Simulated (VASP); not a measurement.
# Al3Cu2 (P-1) in VASP: single point with LDA

Aim: the single point of Al3Cu2 with LDA.

All numbers are computed with VASP 6.6.1; they aren't measurements. Logs are shortened: lines on timing, memory, paths and dates and some standing lists are left out, and cuts for length are marked.

## (1) The cell of the first run

The typed cell holds 5 atoms: a = 4.103 Å, b = 4.103 Å, c = 4.817 Å, α = 90.00°, β = 90.00°, γ = 120.00°.

## (2) Single point, LDA (atoms displaced along a vibrational mode, the cell strained)

INCAR

```
SYSTEM = Al3Cu2
PREC = Accurate
ENCUT = 520
EDIFF = 1E-6
ISMEAR = 0
SIGMA = 0.15
LREAL = .False.
LASPH = .True.
NELM = 100
ALGO = Fast
ISIF = 2
LWAVE = .False.
LCHARG = .False.
NBANDS = 24
```

KPOINTS

```
regular mesh
0
Gamma
  12 12 8
  0 0 0
```

POSCAR

```
Al3Cu2
1.0
    4.1029648401      0.0000000000      0.0000000000
   -2.0514824200      3.5532717824      0.0000000000
    0.0000000000      0.0000000000      4.8166428933
Al Cu
3 2
Direct
    0.0000000000      0.0000000000      0.0000000000
    0.3639243918      0.6666666667      0.3508928116
    0.6360756082      0.3333333333      0.6491071884
    0.2825408191      0.6666666667      0.8415870660
    0.7174591809      0.3333333333      0.1584129340
```

Potentials or basis: VASP PAW LDA potentials, release 64 (Al, Cu).

On the command line:

```bash
$ cat potpaw_LDA.64/Al/POTCAR potpaw_LDA.64/Cu/POTCAR > POTCAR
$ mpirun -np 1 vasp_std > vasp.out
```

OUTCAR:

```text
SYSTEM = Al3Cu2
   PREC = Accurate
   ENCUT = 520
   EDIFF = 1E-6
   ISMEAR = 0
   LREAL = .False.
   LASPH = .True.
   NELM = 100
   ISIF = 2

 ion  position               nearest neighbor table
   1  0.000  0.000  0.000-   4 2.32   5 2.32   4 2.50   5 2.50   5 2.66   4 2.66   2 2.82   3 2.82
                             3 2.91   2 2.91   2 3.00   3 3.00
   2  0.364  0.667  0.351-   4 2.39   4 2.48   5 2.48   5 2.55   3 2.59   5 2.61   3 2.78   1 2.82
                             1 2.91   3 2.96   1 3.00
   3  0.636  0.333  0.649-   5 2.39   5 2.48   4 2.48   4 2.55   2 2.59   4 2.61   2 2.78   1 2.82
                             1 2.91   2 2.96   1 3.00
   4  0.283  0.667  0.842-   1 2.32   2 2.39   2 2.48   3 2.48   1 2.50   5 2.53   3 2.55   3 2.61
                             1 2.66
   5  0.717  0.333  0.158-   1 2.32   3 2.39   3 2.48   2 2.48   1 2.50   4 2.53   2 2.55   2 2.61
                             1 2.66

  LATTYP: Found a hexagonal cell.
 ALAT       =     4.1029648401
 C/A-ratio  =     1.1739420348

  Lattice vectors:

 A1 = (   4.1029648401,   0.0000000000,   0.0000000000)
 A2 = (  -2.0514824200,   3.5532717824,   0.0000000000)
 A3 = (   0.0000000000,   0.0000000000,   4.8166428933)

Analysis of symmetry for initial positions (statically):
=====================================================================
 Subroutine PRICEL returns:
 Original cell was already a primitive cell.

 Routine SETGRP: Setting up the symmetry group for a
 hexagonal supercell.

 Subroutine GETGRP returns: Found  2 space group operations
 (whereof  2 operations were pure point group operations)
 out of a pool of 24 trial point group operations.

The static configuration has the point symmetry S_2 .

Analysis of symmetry for dynamics (positions and initial velocities):
=====================================================================
 Subroutine PRICEL returns:
 Original cell was already a primitive cell.

 Routine SETGRP: Setting up the symmetry group for a
 hexagonal supercell.

 Subroutine GETGRP returns: Found  2 space group operations
 (whereof  2 operations were pure point group operations)
 out of a pool of 24 trial point group operations.

The dynamic configuration has the point symmetry S_2 .

 Subroutine INISYM returns: Found  2 space group operations
 (whereof  2 operations are pure point group operations),
[... 101 lines left out ...]
   NELM   =    100;   NELMIN=  2; NELMDL= -5     # of ELM steps
   EDIFF  = 0.1E-05   stopping-criterion for ELM
   LREAL  =      F    real-space projection
   EDIFFG = 0.1E-04   stopping-criterion for IOM
   NSW    =      0    number of steps for IOM
   IBRION =     -1    ionic relax: 0-MD 1-quasi-New 2-CG
   NFREE  =      0    steps in history (QN), initial steepest desc. (CG)
   ISIF   =      2    stress and relaxation
   ISYM   =      2    0-nonsym 1-usesym 2-fastsym
   POTIM  = 0.5000    time-step for ionic-motion
   TEBEG  =    0.0;   TEEND  =   0.0 temperature during run
   PSTRESS=    0.0 pullay stress
   NELECT =      31.0000    total number of electrons
   NUPDOWN=      -1.0000    fix difference up-down
   EMIN   =  10.00;   EMAX   =-10.00  energy-range for DOS
   EFERMI =   0.00;   METHOD = LEGACY
   ISMEAR =     0;   SIGMA  =   0.15  broadening in eV -4-tet -1-fermi 0-gaus
   EFERMI_NEDOS =   21; number of points for ismear=-14 and -15
   IALGO  =     68    algorithm
   IMIX   =      4    mixing-type and parameters
     AMIX     =   0.40;   BMIX     =  1.00
     AMIX_MAG =   1.60;   BMIX_MAG =  1.00
  volume/ion in A,a.u.               =      14.04        94.78
  Fermi-wavevector in a.u.,A,eV,Ry     =   1.246537  2.355613 21.141474  1.553854
  Thomas-Fermi vector in A             =   2.380710
   LORBIT       =      0    0 simple, 1 ext, 2 COOP (PROOUT), +10 PAW based schemes
   GGA     = CA    functional components
   LHFCALC =     F    Hartree Fock is set to
   AEXX    =    0.0000 exact exchange contribution
   IVDW    =     0    specifies the selected vdW correction
   LEPSILON=     F    determine dielectric tensor
   LRPA    =     F    only Hartree local field effects (RPA)
 non-spin polarized calculation
 RMM-DIIS sequential band-by-band and
 Gauss-broadening in eV      SIGMA  =   0.15
  energy-cutoff  :      520.00
  volume of cell :       70.22
 maximum number of plane-waves:      1918
   NGX = 15   NGY = 15   NGZ = 17

 number of electron      30.9999993 magnetization

 Free energy of the ion-electron system (eV)
  ---------------------------------------------------
  ext. energy  EPLUGINS =         0.00000000
  ---------------------------------------------------
  free energy    TOTEN  =       -22.71478526 eV

  energy without entropy =      -22.69974529  energy(sigma->0) =      -22.70726527

 E-fermi :   8.4610     XC(G=0): -11.3110

 val. band max:        8.4594354435   @ k =  -0.0833  -0.2500  -0.1250
 cond. band min:       8.4638547606   @ k =   0.0000   0.0833   0.5000
 fundamental gap:      0.0044193172
 Fermi energy:         8.4610405535

 k-point     1 :       0.0000    0.0000    0.0000
  band No.  band energies     occupation
      1      -2.9154      2.00000
      2       2.0036      2.00000
      3       2.6231      2.00000
      4       2.8977      2.00000
      5       2.9861      2.00000
      6       3.2185      2.00000
[... 637 lines left out ...]
     23      14.4987      0.00000
     24      14.7871      0.00000

 [... further k-points ...]

------------------------ aborting loop because EDIFF is reached ----------------------------------------

  FORCE on cell =-STRESS in cart. coord.  units (eV):
  Direction    XX          YY          ZZ          XY          YZ          ZX
  --------------------------------------------------------------------------------------
  -------------------------------------------------------------------------------------
  Total        1.6641775     -0.1441172      2.3469117     -1.4375665     -0.0923388      0.3423635
  in kB       37.9699100     -3.2881810     53.5471861    -32.7995468     -2.1068047      7.8113728
  external PRESSURE =      29.4096384 kB  Pullay stress =       0.0000000 kB

 VOLUME and BASIS-vectors are now :
 -----------------------------------------------------------------------------
  energy-cutoff  :      520.00
  volume of cell :       70.22
      direct lattice vectors                 reciprocal lattice vectors
     4.102964840  0.000000000  0.000000000     0.243726193  0.140715383  0.000000000
    -2.051482420  3.553271782  0.000000000     0.000000000  0.281430766  0.000000000
     0.000000000  0.000000000  4.816642893     0.000000000  0.000000000  0.207613481

 POSITION                                       TOTAL-FORCE (eV/Angst)
 -----------------------------------------------------------------------------------
      0.00000      0.00000      0.00000         0.000000      0.000000      0.000000
      0.12551      2.36885      1.69013        -0.174526      0.168744     -0.133481
      1.92597      1.18442      3.12652         0.174526     -0.168744      0.133481
     -0.20840      2.36885      4.05362         0.784119     -0.026436     -0.150952
      2.25988      1.18442      0.76302        -0.784119      0.026436      0.150952
 -----------------------------------------------------------------------------------
    total drift:                                0.000000     -0.000000      0.000000

  FREE ENERGIE OF THE ION-ELECTRON SYSTEM (eV)
  ---------------------------------------------------
  free  energy   TOTEN  =       -22.7147852563 eV

  energy  without entropy=      -22.6997452901  energy(sigma->0) =      -22.70726527
```

OSZICAR:

```text
N       E                     dE             d eps       ncg     rms          rms(c)
DAV:   1     0.177153409605E+03    0.17715E+03   -0.12396E+04 27960   0.152E+03
DAV:   2    -0.156648387138E+02   -0.19282E+03   -0.17952E+03 27976   0.292E+02
DAV:   3    -0.269373641870E+02   -0.11273E+02   -0.10692E+02 36752   0.945E+01
DAV:   4    -0.272520668976E+02   -0.31470E+00   -0.31435E+00 38872   0.136E+01
DAV:   5    -0.272575916409E+02   -0.55247E-02   -0.55239E-02 39432   0.169E+00    0.195E+01
RMM:   6    -0.291609135628E+02   -0.19033E+01   -0.73781E+01 33275   0.125E+02    0.158E+01
RMM:   7    -0.227691093456E+02    0.63918E+01   -0.21826E+01 30094   0.717E+01    0.170E+00
RMM:   8    -0.227236763814E+02    0.45433E-01   -0.12278E+00 30299   0.172E+01    0.145E+00
RMM:   9    -0.227113251673E+02    0.12351E-01   -0.18752E-01 35608   0.435E+00    0.541E-01
RMM:  10    -0.227126574726E+02   -0.13323E-02   -0.61491E-02 36915   0.256E+00    0.159E-01
RMM:  11    -0.227153344666E+02   -0.26770E-02   -0.22586E-02 41956   0.992E-01    0.175E-01
RMM:  12    -0.227154014527E+02   -0.66986E-04   -0.11059E-02 34112   0.122E+00    0.193E-01
RMM:  13    -0.227150080631E+02    0.39339E-03   -0.13165E-03 36019   0.383E-01    0.105E-01
RMM:  14    -0.227148874651E+02    0.12060E-03   -0.41099E-04 39307   0.139E-01    0.762E-02
RMM:  15    -0.227147853213E+02    0.10214E-03   -0.53709E-04 34478   0.316E-01    0.336E-02
RMM:  16    -0.227147841926E+02    0.11287E-05   -0.92002E-05 38573   0.974E-02    0.659E-03
RMM:  17    -0.227147847340E+02   -0.54146E-06   -0.21626E-05 37976   0.358E-02    0.236E-03
RMM:  18    -0.227147852563E+02   -0.52224E-06   -0.23360E-06 24651   0.147E-02
   1 F= -.22714785E+02 E0= -.22707265E+02  d E =-.150400E-01
```

stdout:

```text
POSCAR found type information on POSCAR AlCu
 POSCAR found :  2 types and       5 ions
 scaLAPACK will be used
 LDA part: xc-table for (Slater(with rela. corr.)+CA(PZ))
 , standard interpolation
 POSCAR, INCAR and KPOINTS ok, starting setup
 FFT: planning ... GRIDC
 FFT: planning ... GRID_SOFT
 FFT: planning ... GRID
 WAVECAR not read
 entering main loop
WARNING in EDDRMM: call to ZHEGV failed, returncode =   8  4     24
```

It took 34 min on 1 thread of Intel Xeon 8259CL, shared host; peak memory 0.82 GiB.

What came out:

```
Free energy            : -22.7148 eV
Pressure               : 2.9 GPa
Largest force          : 0.799 eV/Å
Band gap on the k mesh : zero (an odd number of electrons rules out a gap without spin polarisation)
```

Forces on the atoms (eV/Å):
```
Al   0.000  0.000  0.000
Al  -0.175  0.169 -0.133
Al   0.175 -0.169  0.133
Cu   0.784 -0.026 -0.151
Cu  -0.784  0.026  0.151
```

Stress tensor (GPa, compression positive):
```
 3.80 -3.28  0.78
-3.28 -0.33 -0.21
 0.78 -0.21  5.35
```

Levels at points of the mesh, in eV from the Fermi level:
```
           k point  band 13  band 14  band 15  band 16  band 17  band 18  band 19  band 20
(0.00, 0.00, 0.00)    -3.47    -0.43    -0.13     0.77     1.44     2.33     2.78     5.50
(0.50, 0.00, 0.00)    -3.17    -2.68    -2.38    -0.26    -0.10     0.50     3.34     3.87
(0.00, 0.50, 0.00)    -3.15    -2.70    -2.35    -0.39    -0.20     0.52     3.43     3.88
(0.50, 0.50, 0.00)    -3.15    -2.61    -2.30    -0.69    -0.02     0.53     3.32     4.12
(0.00, 0.00, 0.50)     0.52     0.98     1.47     1.71     2.23     2.25     2.39     3.00
(0.50, 0.00, 0.50)    -4.01    -3.56    -1.77    -0.34     0.81     0.90     5.91     6.09
(0.00, 0.50, 0.50)    -4.11    -3.56    -1.84    -0.48     0.88     1.04     5.79     6.01
(0.50, 0.50, 0.50)    -4.33    -3.53    -1.81    -0.14     0.69     1.00     5.51     5.81
```

Caveat: the cell differs from its parent crystal (atoms displaced along a vibrational mode, the cell strained); the stress differs along the axes, from -0 to 5 GPa.
